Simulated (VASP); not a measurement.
# HfB2 (P6/mmm) in VASP: further runs

Runs on HfB2. Level: r2SCAN. Tasks: relaxation of shape and atoms at fixed volume, relaxation of cell and atoms.

Everything below comes from runs of VASP 6.6.1. Logs are shortened: lines on timing, memory, paths and dates and some standing lists are left out, and cuts for length are marked.

### 1 The cell of the first run

The structure is hexagonal, space group P6/mmm (No. 191). Conventional cell: a = 3.194 Å, b = 3.194 Å, c = 3.556 Å, α = 90.00°, β = 90.00°, γ = 120.00°. Hf (site symmetry 6/mmm) has 12 B at 2.56 Å and 6 Hf at 3.19 Å within 3.4 Å. Within 2.4 Å of B (site symmetry -6m2) lie 3 B at 1.84 Å.

### 2 Relaxation of shape and atoms at fixed volume, r2SCAN (volume scaled by 1.06)

POSCAR reads:

```
HfB2
1.0
    3.1944352767      0.0000000000      0.0000000000
   -1.5972176383      2.7664621003      0.0000000000
    0.0000000000      0.0000000000      3.5557512317
Hf B
1 2
Direct
    0.0000000000      0.0000000000      0.0000000000
    0.3333333333      0.6666666667      0.5000000000
    0.6666666667      0.3333333333      0.5000000000
```

INCAR.step1 reads:

```
SYSTEM = HfB2
  ALGO = Normal
  EDIFF = 1E-4
  ENCUT = 600
  GGA = PE
  ISMEAR = 0
  LASPH = .TRUE.
  LCHARG = .FALSE.
  LREAL = .FALSE.
  LWAVE = .TRUE.
  NELM = 100
  PREC = Accurate
  SIGMA = 0.1
```

INCAR.step2 reads:

```
SYSTEM = HfB2
  ALGO = Normal
  EDIFF = 1E-7
  EDIFFG = -0.01
  ENCUT = 600
  IBRION = 2
  ISIF = 4
  ISMEAR = 0
  ISTART = 1
  LASPH = .TRUE.
  LCHARG = .FALSE.
  LMIXTAU = .TRUE.
  LREAL = .FALSE.
  LWAVE = .FALSE.
  METAGGA = R2SCAN
  NELM = 100
  NSW = 50
  PREC = Accurate
  SIGMA = 0.1
```

KPOINTS reads:

```
k-points
0
G
  15 15 12
  0 0 0
```

Potentials or basis: VASP PAW PBE potentials, release 64 (Hf_pv, B).

Launch:

```bash
$ cat potpaw_PBE.64/Hf_pv/POTCAR potpaw_PBE.64/B/POTCAR > POTCAR
$ cp INCAR.step1 INCAR
$ mpirun -np 1 vasp_std > vasp.out
$ cp INCAR.step2 INCAR
$ mpirun -np 1 vasp_std > vasp.out
```

OUTCAR:

```text
SYSTEM = HfB2
   EDIFF = 1E-7
   EDIFFG = -0.01
   ENCUT = 600
   IBRION = 2
   ISIF = 4
   ISMEAR = 0
   ISTART = 1
   LASPH = .TRUE.
   LREAL = .FALSE.
   METAGGA = R2SCAN
   NELM = 100
   NSW = 50
   PREC = Accurate

 ion  position               nearest neighbor table
   1  0.000  0.000  0.000-   2 2.56   3 2.56   2 2.56   3 2.56   2 2.56   2 2.56   3 2.56   3 2.56
                             3 2.56   3 2.56   2 2.56   2 2.56
   2  0.333  0.667  0.500-   3 1.84   3 1.84   3 1.84   1 2.56   1 2.56   1 2.56   1 2.56   1 2.56
                             1 2.56
   3  0.667  0.333  0.500-   2 1.84   2 1.84   2 1.84   1 2.56   1 2.56   1 2.56   1 2.56   1 2.56
                             1 2.56

  LATTYP: Found a hexagonal cell.
 ALAT       =     3.1944352767
 C/A-ratio  =     1.1131079279

  Lattice vectors:

 A1 = (   3.1944352767,   0.0000000000,   0.0000000000)
 A2 = (  -1.5972176383,   2.7664621003,   0.0000000000)
 A3 = (   0.0000000000,   0.0000000000,   3.5557512317)

Analysis of symmetry for initial positions (statically):
=====================================================================
 Subroutine PRICEL returns:
 Original cell was already a primitive cell.

 Routine SETGRP: Setting up the symmetry group for a
 hexagonal supercell.

 Subroutine GETGRP returns: Found 24 space group operations
 (whereof 24 operations were pure point group operations)
 out of a pool of 24 trial point group operations.

The static configuration has the point symmetry D_6h.

Analysis of symmetry for dynamics (positions and initial velocities):
=====================================================================
 Subroutine PRICEL returns:
 Original cell was already a primitive cell.

 Routine SETGRP: Setting up the symmetry group for a
 hexagonal supercell.

 Subroutine GETGRP returns: Found 24 space group operations
 (whereof 24 operations were pure point group operations)
 out of a pool of 24 trial point group operations.

The dynamic configuration has the point symmetry D_6h.

 Subroutine INISYM returns: Found 24 space group operations
 (whereof 24 operations are pure point group operations),
 and found     1 'primitive' translations

----------------------------------------------------------------------------------------
[... 163 lines left out ...]
    -1.597217638  2.766462100  0.000000000     0.000000000  0.361472510  0.000000000
     0.000000000  0.000000000  3.555751232     0.000000000  0.000000000  0.281234523

 POSITION                                       TOTAL-FORCE (eV/Angst)
 -----------------------------------------------------------------------------------
      0.00000      0.00000      0.00000         0.000000     -0.000000      0.000000
     -0.00000      1.84431      1.77788        -0.000000      0.000000      0.000000
      1.59722      0.92215      1.77788         0.000000     -0.000000      0.000000
 -----------------------------------------------------------------------------------
    total drift:                               -0.000000      0.000000      0.000000

  FREE ENERGIE OF THE ION-ELECTRON SYSTEM (eV)
  ---------------------------------------------------
  free  energy   TOTEN  =       -63.0092300367 eV

  energy  without entropy=      -63.0082534522  energy(sigma->0) =      -63.00874174

--------------------------------------- Ionic step        2  -------------------------------------------

 number of electron      16.0000000 magnetization

 Free energy of the ion-electron system (eV)
  ---------------------------------------------------
  ext. energy  EPLUGINS =         0.00000000
  ---------------------------------------------------
  free energy    TOTEN  =       -63.00943935 eV

  energy without entropy =      -63.00848879  energy(sigma->0) =      -63.00896407

 E-fermi :   7.3257     XC(G=0): -13.2525

 val. band max:        7.2807361522   @ k =   0.0667   0.0667   0.5000
 cond. band min:       7.3649558248   @ k =   0.0667   0.0667   0.4167
 fundamental gap:      0.0842196726
 Fermi energy:         7.3256840957

 k-point     1 :       0.0000    0.0000    0.0000
  band No.  band energies     occupation
      1     -24.8024      2.00000
      2     -24.3434      2.00000
      3     -24.3434      2.00000
      4      -7.0604      2.00000
      5       4.1377      2.00000
      6       4.2725      2.00000
      7       4.4043      2.00000
      8       4.4043      2.00000
      9      11.2408      0.00000
     10      11.2408      0.00000
     11      11.8497      0.00000
     12      11.8497      0.00000
[... 331 lines left out ...]
 k-point    24 :       0.4000    0.2000    0.0000
  band No.  band energies     occupation
      1     -24.9215      2.00000
      2     -24.6798      2.00000
      3     -24.6410      2.00000
      4      -2.1511      2.00000
      5      -2.1471      2.00000
      6       0.9782      2.00000
      7       3.6390      2.00000
      8       6.1757      2.00000
      9       7.0621      1.99981
     10      10.1613      0.00000
     11      11.9055      0.00000
     12      14.0636      0.00000

 [... further k-points ...]

------------------------ aborting loop because EDIFF is reached ----------------------------------------

  FORCE on cell =-STRESS in cart. coord.  units (eV):
  Direction    XX          YY          ZZ          XY          YZ          ZX
  --------------------------------------------------------------------------------------
  -------------------------------------------------------------------------------------
  Total       -2.7483263     -2.7483263     -2.7561482     -0.0000000     -0.0000000      0.0000000
  in kB     -140.1292129   -140.1292129   -140.5280318     -0.0000000     -0.0000000      0.0000000
  external PRESSURE =    -140.2621525 kB  Pullay stress =       0.0000000 kB

 VOLUME and BASIS-vectors are now :
 -----------------------------------------------------------------------------
  energy-cutoff  :      600.00
  volume of cell :       31.42
      direct lattice vectors                 reciprocal lattice vectors
     3.191071015 -0.000000000  0.000000000     0.313374411  0.180926801 -0.000000000
    -1.595535507  2.763548564  0.000000000     0.000000000  0.361853601 -0.000000000
     0.000000000  0.000000000  3.563252653    -0.000000000 -0.000000000  0.280642463

 POSITION                                       TOTAL-FORCE (eV/Angst)
 -----------------------------------------------------------------------------------
      1.59554      2.76355      0.00000        -0.000000     -0.000000      0.000000
     -0.00000      1.84237      1.78163         0.000000     -0.000000      0.000000
      1.59554      0.92118      1.78163        -0.000000      0.000000     -0.000000
 -----------------------------------------------------------------------------------
    total drift:                               -0.000000      0.000000     -0.000000

  FREE ENERGIE OF THE ION-ELECTRON SYSTEM (eV)
  ---------------------------------------------------
  free  energy   TOTEN  =       -63.0094393515 eV

  energy  without entropy=      -63.0084887893  energy(sigma->0) =      -63.00896407

 reached required accuracy - stopping structural energy minimisation
```

Run time: 8 min. Hardware: 1 thread of AMD EPYC 7R43 (Zen 3), shared host; peak memory 0.2 GiB.

What came out:

```yaml
Free_energy: -63.0094 eV
Energy_gained_by_relaxing: 0.1 meV/atom
Ionic_steps: 2
Pressure_after_relaxing: -14.0 GPa
Band_gap_on_the_k_mesh: zero (band 8 reaches 8.15 eV, above the bottom of band 9 at 7.06 eV)
```

Step by step:
| step | energy change (eV) | largest force (eV/Å) | pressure (GPa) | volume (Å³) |
| --- | --- | --- | --- | --- |
| 1 | 0.0000 | 0.0000 | -14.09 | 31.42 |
| 2 | -0.0002 | 0.0000 | -14.03 | 31.42 |

Final structure:
```yaml
crystal:
  lattice:
    - [3.19107, 0.00000, 0.00000]
    - [-1.59554, 2.76355, 0.00000]
    - [0.00000, 0.00000, 3.56325]
  atoms:
    - { symbol: Hf, position: [0.00000, 0.00000, 0.00000] }
    - { symbol: B, position: [0.33333, 0.66667, 0.50000] }
    - { symbol: B, position: [0.66667, 0.33333, 0.50000] }
```

Caveat: the cell differs from its parent crystal (volume scaled by 1.06); the PAW data sets were made with another functional, which shifts forces and pressure a little; spin-orbit coupling is left out, which moves the levels of the heavy elements.

### 3 Relaxation of cell and atoms, r2SCAN

This run uses another cell than the first one, of 9.90 Å³/atom, 0.946 times its volume.

POSCAR reads:

```
HfB2
1.0
    3.1400000000      0.0000000000      0.0000000000
   -1.5700000000      2.7193197679      0.0000000000
    0.0000000000      0.0000000000      3.4800000000
Hf B
1 2
Direct
    0.0000000000      0.0000000000      0.0000000000
    0.3333333333      0.6666666667      0.5000000000
    0.6666666667      0.3333333333      0.5000000000
```

INCAR.step1 reads:

```
PREC     = Accurate       # precision mode
ENCUT    = 600            # plane-wave cutoff, eV
ISMEAR   = 0              # smearing method
SIGMA    = 0.1            # smearing width, eV
LREAL    = False          # projectors in reciprocal space
LASPH    = True           # aspherical terms in the spheres
NELM     = 100            # most SCF steps
GGA      = PE             # functional
ALGO     = Normal         # electronic algorithm
EDIFF    = 1E-4           # SCF threshold, eV
LWAVE    = True           # write WAVECAR
LCHARG   = False          # write CHGCAR
```

INCAR.step2 reads:

```
PREC     = Accurate       # precision mode
ENCUT    = 600            # plane-wave cutoff, eV
EDIFF    = 1E-6           # SCF threshold, eV
ISMEAR   = 0              # smearing method
SIGMA    = 0.1            # smearing width, eV
LREAL    = False          # projectors in reciprocal space
LASPH    = True           # aspherical terms in the spheres
NELM     = 100            # most SCF steps
ALGO     = Normal         # electronic algorithm
ISIF     = 3              # what is computed and relaxed
LWAVE    = False          # write WAVECAR
LCHARG   = False          # write CHGCAR
METAGGA  = R2SCAN         # meta-GGA
LMIXTAU  = True         
IBRION   = 2              # ionic algorithm
NSW      = 100            # ionic steps
EDIFFG   = -0.005         # ionic threshold
ISTART   = 1
```

KPOINTS reads:

```
regular mesh
0
Gamma
  15 15 12
```

Potentials or basis: VASP PAW PBE potentials, release 64 (Hf_pv, B).

Launch:

```bash
$ cat potpaw_PBE.64/Hf_pv/POTCAR potpaw_PBE.64/B/POTCAR > POTCAR
$ cp INCAR.step1 INCAR
$ mpirun -np 1 vasp_std > vasp.out
$ cp INCAR.step2 INCAR
$ mpirun -np 1 vasp_std > vasp.out
```

Wall time 27 min (1 thread of AMD EPYC 7R43 (Zen 3), shared host); peak memory 0.21 GiB.

It converged, with:

* Free energy: -63.0931 eV
* Relaxed volume: 9.86 Å³/atom
* Relaxed cell: a = 3.133 Å, b = 3.133 Å, c = 3.478 Å, α = 90.00°, β = 90.00°, γ = 120.00°
* Space group after relaxing (to 0.05 Å): P6/mmm (No. 191)
* Energy gained by relaxing: 0.2 meV/atom
* Ionic steps: 6
* Pressure after relaxing: 0.0 GPa
* Band gap on the k mesh: zero (band 8 reaches 8.61 eV, above the bottom of band 9 at 7.51 eV)

Step by step:
```tsv
step	energy change (eV)	largest force (eV/Å)	pressure (GPa)	volume (Å³)
1	0.0000	0.0000	-1.31	29.71
2	0.0006	0.0000	1.86	29.37
3	-0.0006	0.0000	-0.03	29.57
4	-0.0006	0.0000	0.03	29.57
5	-0.0006	0.0000	0.03	29.57
6	-0.0006	0.0000	-0.02	29.57
```

Final structure:
```
CELL_PARAMETERS angstrom
3.13336 0.00000 0.00000
-1.56668 2.71357 0.00000
0.00000 0.00000 3.47815
ATOMIC_POSITIONS crystal
Hf 0.00000 0.00000 0.00000
B 0.33333 0.66667 0.50000
B 0.66667 0.33333 0.50000
```

Levels at points of the mesh, in eV from the Fermi level:
```csv
k point,band 4,band 5,band 6,band 7,band 8,band 9,band 10,band 11,band 12
"(0.00, 0.00, 0.00)",-14.75,-3.17,-3.13,-3.09,-3.09,4.22,4.22,4.91,4.91
"(0.00, 0.00, 0.50)",-12.32,-8.92,-1.31,-1.31,0.31,0.31,1.05,1.05,2.35
```

Caveat: the PAW data sets were made with another functional, which shifts forces and pressure a little; spin-orbit coupling is left out, which moves the levels of the heavy elements.
